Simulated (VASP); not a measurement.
# Ge2Sb3O (I4/mmm) in VASP: further runs, part 2 of 2

VASP 6.6.1. Earlier steps stand in the parts before.

### 4 Relaxation of cell and atoms, PBE

Input file INCAR:

```
SYSTEM = Ge2Sb3O
PREC = Accurate
ENCUT = 600
EDIFF = 1E-7
ISMEAR = 0
SIGMA = 0.1
LREAL = .FALSE.
LASPH = .TRUE.
NELM = 60
ALGO = Normal
ISIF = 3
LWAVE = .FALSE.
LCHARG = .FALSE.
GGA = PE
IBRION = 2
NSW = 90
EDIFFG = -0.04
```

Input file KPOINTS:

```
regular mesh
0
G
  4 4 4
  0 0 0
```

Input file POSCAR:

```
Ge2Sb3O
1.0
   -3.0509953200      3.0509953200      3.7407205300
    3.0509953200     -3.0509953200      3.7407205300
    3.0509953200      3.0509953200     -3.7407205300
Ge Sb O
2 3 1
Direct
    0.2023057200      0.2023057200      0.0000000000
    0.7976942800      0.7976942800      0.0000000000
    0.7500000000      0.2500000000      0.5000000000
    0.2500000000      0.7500000000      0.5000000000
    0.5000000000      0.5000000000      0.0000000000
    0.0000000000      0.0000000000      0.0000000000
```

Command:

```bash
$ cat potpaw_PBE.64/Ge_d/POTCAR potpaw_PBE.64/Sb/POTCAR potpaw_PBE.64/O/POTCAR > POTCAR
$ mpirun -np 1 vasp_std > vasp.out
```

Wall time 25 min (1 thread of Oxide Virtual Turin-like, shared host); peak memory 0.35 GiB.

The run converged. Its results:

* Free energy: -26.1639 eV
* Relaxed volume: 24.80 Å³/atom
* Relaxed cell: a = 6.404 Å, b = 6.404 Å, c = 6.404 Å, α = 130.40°, β = 130.40°, γ = 72.76°
* Space group after relaxing (to 0.1 Å): I4/mmm (No. 139)
* Energy gained by relaxing: 999.6 meV/atom
* Ionic steps: 19
* Pressure after relaxing: 0.2 GPa
* Largest force after relaxing: 0.036 eV/Å
* Band gap on the k mesh: zero (an odd number of electrons rules out a gap without spin polarisation)

Forces in eV/Å, atoms in the order of the input:
```
Ge   0.000  0.000  0.036
Ge   0.000  0.000 -0.036
Sb   0.000  0.000  0.000
Sb   0.000  0.000  0.000
Sb   0.000  0.000  0.000
O    0.000  0.000  0.000
```

The path:
```csv
step,energy change (eV),largest force (eV/Å),pressure (GPa),volume (Å³)
1,0.0000,5.9875,25.39,139.28
2,-0.5365,0.9863,-8.75,213.48
3,-1.9947,1.8624,-8.05,197.65
4,-2.9418,2.6106,-7.11,186.61
5,-4.1405,4.2059,-1.18,162.94
6,-5.2585,1.6839,-3.40,162.69
7,-5.4503,1.1076,-3.37,162.35
8,-5.7040,0.3207,-2.86,161.27
9,-5.4290,4.1430,0.93,157.63
10,-5.7750,0.5378,-2.30,160.64
11,-5.7948,1.3605,-1.71,159.88
12,-5.8287,0.9308,-1.48,151.49
13,-5.9504,0.0254,-1.97,155.54
14,-5.9704,0.5147,1.40,146.65
15,-5.9848,0.2972,-0.01,150.03
16,-5.9927,0.0842,-0.03,149.53
17,-5.9953,0.1012,-0.02,149.06
18,-5.9971,0.1128,0.32,148.67
19,-5.9978,0.0364,0.19,148.81
```

Final structure:
```
Ge Sb O
1.0
    -2.68611    2.68611    5.15605
     2.68611   -2.68611    5.15605
     2.68611    2.68611   -5.15605
Ge Sb O
2 3 1
Cartesian
  0.0000 0.0000 1.7628
  0.0000 0.0000 8.5492
  0.0000 2.6861 2.5780
  2.6861 0.0000 2.5780
  0.0000 0.0000 5.1560
  0.0000 0.0000 0.0000
```

Levels at points of the mesh, in eV from the Fermi level:
| k point | band 21 | band 22 | band 23 | band 24 | band 25 | band 26 | band 27 | band 28 | band 29 |
| --- | --- | --- | --- | --- | --- | --- | --- | --- | --- |
| (0.00, 0.00, 0.00) | -3.00 | -2.69 | -1.42 | -1.42 | -0.86 | -0.03 | -0.03 | 2.26 | 3.21 |
| (0.50, 0.00, 0.00) | -3.13 | -2.42 | -0.82 | -0.47 | -0.21 | 0.43 | 1.18 | 2.20 | 3.99 |
| (0.50, 0.50, 0.00) | -1.86 | -0.41 | -0.06 | 0.83 | 0.92 | 1.03 | 1.13 | 2.35 | 2.54 |
| (0.50, 0.50, 0.50) | -1.87 | -1.87 | -1.83 | -0.77 | 0.02 | 0.21 | 0.41 | 0.41 | 3.15 |

Caveat: spin-orbit coupling is left out, which moves the levels of the heavy elements; an odd number of electrons without spin polarisation forces a metal; a magnetic or distorted state may lie lower.

### 5 Single point, PBE

This run uses another cell than the first one, of 25.05 Å³/atom.

Input file INCAR:

```
ALGO = Normal
EDIFF = 1E-6
ENCUT = 520
GGA = PE
ISIF = 2
ISMEAR = 0
LASPH = T
LCHARG = F
LREAL = F
LWAVE = F
NBANDS = 34
NELM = 100
PREC = Accurate
SIGMA = 0.1
```

Input file KPOINTS:

```
k-points
0
Gamma
  10 10 10
```

Input file POSCAR:

```
Ge2Sb3O
1.0
   -2.7566638482      2.7566638482      4.9438878815
    2.7566638482     -2.7566638482      4.9438878815
    2.7566638482      2.7566638482     -4.9438878815
Ge Sb O
2 3 1
Direct
    0.1802409285      0.1802409285      0.0000000000
    0.8197590715      0.8197590715      0.0000000000
    0.7500000000      0.2500000000      0.5000000000
    0.2500000000      0.7500000000      0.5000000000
    0.5000000000      0.5000000000      0.0000000000
    0.0000000000      0.0000000000      0.0000000000
```

Potentials or basis: VASP PAW PBE potentials, release 64 (Ge_d, Sb, O).

Command:

```bash
$ cat potpaw_PBE.64/Ge_d/POTCAR potpaw_PBE.64/Sb/POTCAR potpaw_PBE.64/O/POTCAR > POTCAR
$ mpirun -np 1 vasp_std > vasp.out
```

OUTCAR:

```text
EDIFF = 1E-6
   ENCUT = 520
   GGA = PE
   ISIF = 2
   ISMEAR = 0
   LASPH = T
   LREAL = F
   NELM = 100
   PREC = Accurate

 ion  position               nearest neighbor table
   1  0.180  0.180  0.000-   6 1.78   4 2.84   3 2.84   3 2.84   4 2.84   5 3.16
   2  0.820  0.820  0.000-   6 1.78   4 2.84   3 2.84   3 2.84   4 2.84   5 3.16
   3  0.750  0.250  0.500-   2 2.84   1 2.84   2 2.84   1 2.84   5 3.70   5 3.70   5 3.70   5 3.70

   4  0.250  0.750  0.500-   2 2.84   1 2.84   2 2.84   1 2.84   5 3.70   5 3.70   5 3.70   5 3.70

   5  0.500  0.500  0.000-   1 3.16   2 3.16   4 3.70   3 3.70   3 3.70   4 3.70   3 3.70   4 3.70
                             4 3.70   3 3.70
   6  0.000  0.000  0.000-   1 1.78   2 1.78

  LATTYP: Found a body centered tetragonal cell.
 ALAT       =     5.5133276964
 C/A-ratio  =     1.7934315367

  Lattice vectors:

 A1 = (  -2.7566638482,   2.7566638482,   4.9438878815)
 A2 = (   2.7566638482,  -2.7566638482,   4.9438878815)
 A3 = (   2.7566638482,   2.7566638482,  -4.9438878815)

Analysis of symmetry for initial positions (statically):
=====================================================================
 Subroutine PRICEL returns:
 Original cell was already a primitive cell.

 Routine SETGRP: Setting up the symmetry group for a
 body centered tetragonal supercell.

 Subroutine GETGRP returns: Found 16 space group operations
 (whereof 16 operations were pure point group operations)
 out of a pool of 16 trial point group operations.

The static configuration has the point symmetry D_4h.

Analysis of symmetry for dynamics (positions and initial velocities):
=====================================================================
 Subroutine PRICEL returns:
 Original cell was already a primitive cell.

 Routine SETGRP: Setting up the symmetry group for a
 body centered tetragonal supercell.

 Subroutine GETGRP returns: Found 16 space group operations
 (whereof 16 operations were pure point group operations)
 out of a pool of 16 trial point group operations.

The dynamic configuration has the point symmetry D_4h.

 Subroutine INISYM returns: Found 16 space group operations
 (whereof 16 operations are pure point group operations),
 and found     1 'primitive' translations

----------------------------------------------------------------------------------------

                                     Primitive cell

  volume of cell :     150.2783

  direct lattice vectors                    reciprocal lattice vectors
    -2.756663848  2.756663848  4.943887882     0.000000000  0.181378662  0.101134980
     2.756663848 -2.756663848  4.943887882     0.181378662  0.000000000  0.101134980
     2.756663848  2.756663848 -4.943887882     0.181378662  0.181378662  0.000000000

  length of vectors
     6.296063733  6.296063733  6.296063733     0.207669216  0.207669216  0.256508164

  position of ions in fractional coordinates (direct lattice)
     0.180240928  0.180240928  0.000000000
     0.819759072  0.819759072  0.000000000
     0.750000000  0.250000000  0.500000000
     0.250000000  0.750000000  0.500000000
     0.500000000  0.500000000  0.000000000
     0.000000000  0.000000000  0.000000000
[... 35 lines left out ...]

 Following reciprocal coordinates:
            Coordinates               Weight
  0.000000  0.000000  0.000000      1.000000
  0.100000  0.000000 -0.000000      8.000000
  0.200000  0.000000 -0.000000      8.000000
  0.300000  0.000000  0.000000      8.000000
  0.400000  0.000000  0.000000      8.000000
  0.500000 -0.000000  0.000000      4.000000
[... 16 lines left out ...]
  0.300000  0.300000  0.000000      8.000000
  0.400000  0.300000  0.000000     16.000000
 [... further k-points ...]
   k-points           NKPTS =    102   k-points in BZ     NKDIM =    102   number of bands    NBANDS=     34
   number of dos      NEDOS =    301   number of ions     NIONS =      6
   total plane-waves  NPLWV = 110592
   dimension x,y,z NGX =    48 NGY =   48 NGZ =   48
   dimension x,y,z NGXF=    96 NGYF=   96 NGZF=   96
   ions per type =               2   3   1
   NGX,Y,Z   is equivalent  to a cutoff of  12.67, 12.67, 12.67 a.u.
   NGXF,Y,Z  is equivalent  to a cutoff of  25.35, 25.35, 25.35 a.u.
 SYSTEM =  unknown system
   PREC   = accura    normal or accurate (medium, high low for compatibility)
   ISTART =      0    job   : 0-new  1-cont  2-samecut
   ICHARG =      2    charge: 1-file 2-atom 10-const
   ISPIN  =      1    spin polarized calculation?
   LNONCOLLINEAR =      F non collinear calculations
   LSORBIT =      F    spin-orbit coupling
   LASPH  =      T    aspherical Exc in radial PAW
   ENCUT  =  520.0 eV  38.22 Ry    6.18 a.u.  11.71 11.71 11.71*2*pi/ulx,y,z
   NELM   =    100;   NELMIN=  2; NELMDL= -5     # of ELM steps
   EDIFF  = 0.1E-05   stopping-criterion for ELM
   LREAL  =      F    real-space projection
   EDIFFG = 0.1E-04   stopping-criterion for IOM
   NSW    =      0    number of steps for IOM
   IBRION =     -1    ionic relax: 0-MD 1-quasi-New 2-CG
   NFREE  =      0    steps in history (QN), initial steepest desc. (CG)
   ISIF   =      2    stress and relaxation
   ISYM   =      2    0-nonsym 1-usesym 2-fastsym
   POTIM  = 0.5000    time-step for ionic-motion
   TEBEG  =    0.0;   TEEND  =   0.0 temperature during run
   PSTRESS=    0.0 pullay stress
   NELECT =      49.0000    total number of electrons
   NUPDOWN=      -1.0000    fix difference up-down
   EMIN   =  10.00;   EMAX   =-10.00  energy-range for DOS
   EFERMI =   0.00;   METHOD = LEGACY
   ISMEAR =     0;   SIGMA  =   0.10  broadening in eV -4-tet -1-fermi 0-gaus
   EFERMI_NEDOS =   21; number of points for ismear=-14 and -15
   IALGO  =     38    algorithm
   IMIX   =      4    mixing-type and parameters
     AMIX     =   0.40;   BMIX     =  1.00
     AMIX_MAG =   1.60;   BMIX_MAG =  1.00
  volume/ion in A,a.u.               =      25.05       169.02
  Fermi-wavevector in a.u.,A,eV,Ry     =   1.126786  2.129317 17.274592  1.269647
  Thomas-Fermi vector in A             =   2.263469
   LORBIT       =      0    0 simple, 1 ext, 2 COOP (PROOUT), +10 PAW based schemes
   GGA     = PE    functional components
   LHFCALC =     F    Hartree Fock is set to
   AEXX    =    0.0000 exact exchange contribution
   IVDW    =     0    specifies the selected vdW correction
   LEPSILON=     F    determine dielectric tensor
   LRPA    =     F    only Hartree local field effects (RPA)
 non-spin polarized calculation
 Gauss-broadening in eV      SIGMA  =   0.10
  energy-cutoff  :      520.00
  volume of cell :      150.28
 maximum number of plane-waves:      4079
   NGX = 23   NGY = 23   NGZ = 23

 number of electron      49.0000005 magnetization

 Free energy of the ion-electron system (eV)
  ---------------------------------------------------
  ext. energy  EPLUGINS =         0.00000000
  ---------------------------------------------------
  free energy    TOTEN  =       -26.25398714 eV

  energy without entropy =      -26.22876010  energy(sigma->0) =      -26.24137362

 E-fermi :   5.4439     XC(G=0):  -9.5898

 val. band max:        5.4308883688   @ k =  -0.3000   0.4000   0.1000
 cond. band min:       5.4459195085   @ k =  -0.2000  -0.4000   0.2000
 fundamental gap:      0.0150311397
 Fermi energy:         5.4439494666

 k-point     1 :       0.0000    0.0000    0.0000
  band No.  band energies     occupation
      1     -19.5040      2.00000
      2     -19.3603      2.00000
      3     -19.3193      2.00000
      4     -19.3131      2.00000
      5     -19.3021      2.00000
      6     -19.2974      2.00000
[... 877 lines left out ...]
     33      10.6633      0.00000
     34      11.3390      0.00000

 [... further k-points ...]

------------------------ aborting loop because EDIFF is reached ----------------------------------------

  FORCE on cell =-STRESS in cart. coord.  units (eV):
  Direction    XX          YY          ZZ          XY          YZ          ZX
  --------------------------------------------------------------------------------------
  -------------------------------------------------------------------------------------
  Total       -0.0488147     -0.0488147     -0.1463761      0.0000000      0.0000000      0.0000000
  in kB       -0.5204327     -0.5204327     -1.5605746      0.0000000      0.0000000      0.0000000
  external PRESSURE =      -0.8671467 kB  Pullay stress =       0.0000000 kB

 VOLUME and BASIS-vectors are now :
 -----------------------------------------------------------------------------
  energy-cutoff  :      520.00
  volume of cell :      150.28
      direct lattice vectors                 reciprocal lattice vectors
    -2.756663848  2.756663848  4.943887882     0.000000000  0.181378662  0.101134980
     2.756663848 -2.756663848  4.943887882     0.181378662  0.000000000  0.101134980
     2.756663848  2.756663848 -4.943887882     0.181378662  0.181378662  0.000000000

 POSITION                                       TOTAL-FORCE (eV/Angst)
 -----------------------------------------------------------------------------------
      0.00000      0.00000      1.78218         0.000000      0.000000     -0.018269
      0.00000      0.00000      8.10559         0.000000      0.000000      0.018269
      0.00000      2.75666      2.47194        -0.000000     -0.000000     -0.000000
      2.75666      0.00000      2.47194        -0.000000     -0.000000     -0.000000
      0.00000      0.00000      4.94389        -0.000000     -0.000000      0.000000
      0.00000      0.00000      0.00000        -0.000000     -0.000000      0.000000
 -----------------------------------------------------------------------------------
    total drift:                                0.000000     -0.000000      0.000000

  FREE ENERGIE OF THE ION-ELECTRON SYSTEM (eV)
  ---------------------------------------------------
  free  energy   TOTEN  =       -26.2539871405 eV

  energy  without entropy=      -26.2287600950  energy(sigma->0) =      -26.24137362
```

OSZICAR:

```text
N       E                     dE             d eps       ncg     rms          rms(c)
DAV:   1     0.452098244070E+03    0.45210E+03   -0.20821E+04  8390   0.237E+03
DAV:   2     0.474786167116E+02   -0.40462E+03   -0.38290E+03  7424   0.681E+02
DAV:   3    -0.242674790195E+02   -0.71746E+02   -0.69535E+02  8234   0.166E+02
DAV:   4    -0.286052795125E+02   -0.43378E+01   -0.42909E+01  8156   0.492E+01
DAV:   5    -0.287144816462E+02   -0.10920E+00   -0.10905E+00  8250   0.836E+00    0.980E+00
DAV:   6    -0.261627835380E+02    0.25517E+01   -0.98483E+00  9988   0.318E+01    0.415E+00
DAV:   7    -0.262787195508E+02   -0.11594E+00   -0.24069E+00  7462   0.757E+00    0.247E+00
DAV:   8    -0.262674097781E+02    0.11310E-01   -0.38772E-01  9688   0.343E+00    0.957E-01
DAV:   9    -0.262523571946E+02    0.15053E-01   -0.26246E-02  9348   0.182E+00    0.194E-01
DAV:  10    -0.262540772739E+02   -0.17201E-02   -0.19228E-02  8324   0.601E-01    0.139E-01
DAV:  11    -0.262540897081E+02   -0.12434E-04   -0.25977E-03  9648   0.486E-01    0.874E-02
DAV:  12    -0.262539729388E+02    0.11677E-03   -0.87632E-04 10892   0.241E-01    0.219E-02
DAV:  13    -0.262539967493E+02   -0.23811E-04   -0.26509E-04  8398   0.744E-02    0.257E-02
DAV:  14    -0.262539888372E+02    0.79122E-05   -0.86116E-05  9204   0.714E-02    0.107E-02
DAV:  15    -0.262539870900E+02    0.17472E-05   -0.16318E-05  8248   0.287E-02    0.486E-03
DAV:  16    -0.262539871405E+02   -0.50534E-07   -0.37603E-06  6660   0.957E-03
   1 F= -.26253987E+02 E0= -.26241374E+02  d E =-.252270E-01
```

It took 9.3 min on 1 thread of Oxide Virtual Turin-like, shared host; peak memory 0.61 GiB.

What came out:

| Property | Result |
| --- | --- |
| Free energy | -26.2540 eV |
| Pressure | -0.1 GPa |
| Largest force | 0.018 eV/Å |
| Band gap on the k mesh | zero (an odd number of electrons rules out a gap without spin polarisation) |

Forces in eV/Å, atoms in the order of the input:
```
Ge   0.000  0.000 -0.018
Ge   0.000  0.000  0.018
Sb   0.000  0.000  0.000
Sb   0.000  0.000  0.000
Sb   0.000  0.000  0.000
O    0.000  0.000  0.000
```

Stress tensor (GPa, compression positive):
```
-0.05  0.00  0.00
 0.00 -0.05  0.00
 0.00  0.00 -0.16
```

Caveat: spin-orbit coupling is left out, which moves the levels of the heavy elements; an odd number of electrons without spin polarisation forces a metal; a magnetic or distorted state may lie lower.

### 6 Overview

```tsv
task	cell	k mesh	cutoff (eV)	gap on the mesh (eV)	pressure (GPa)	largest force (eV/Å)
single point	a = 5.711 Å, angles 115.4, 115.4, 98.2°, 6 atoms, atomic positions A	4 × 4 × 4	520	none	25.4	5.99
single point	a = 6.435 Å, angles 130.6, 130.6, 72.5°, 6 atoms, atomic positions B	4 × 4 × 4	520	none	0.0	0.02
relaxation of cell and atoms	relaxed from a = 5.711 Å, angles 115.4, 115.4, 98.2°, 6 atoms, atomic positions A	4 × 4 × 4	600	none	0.2	0.04
single point	a = 6.296 Å, angles 128.1, 128.1, 76.5°, 6 atoms, atomic positions C	10 × 10 × 10	520	none	-0.1	0.02
```

Alike in all rows: level PBE; potentials or basis VASP PAW PBE potentials, release 64 (Ge_d, Sb, O); no spin polarisation; smearing gaussian 0.1 eV.

Caveats: spin-orbit coupling is left out, which moves the levels of the heavy elements; an odd number of electrons without spin polarisation forces a metal; a magnetic or distorted state may lie lower; the stress differs along the axes, from 0 to 76 GPa (at least some runs).

Absolute energies hang on the potentials; compare differences alone.

The gap in the log of VASP goes by the Fermi energy; the results here count the filled bands.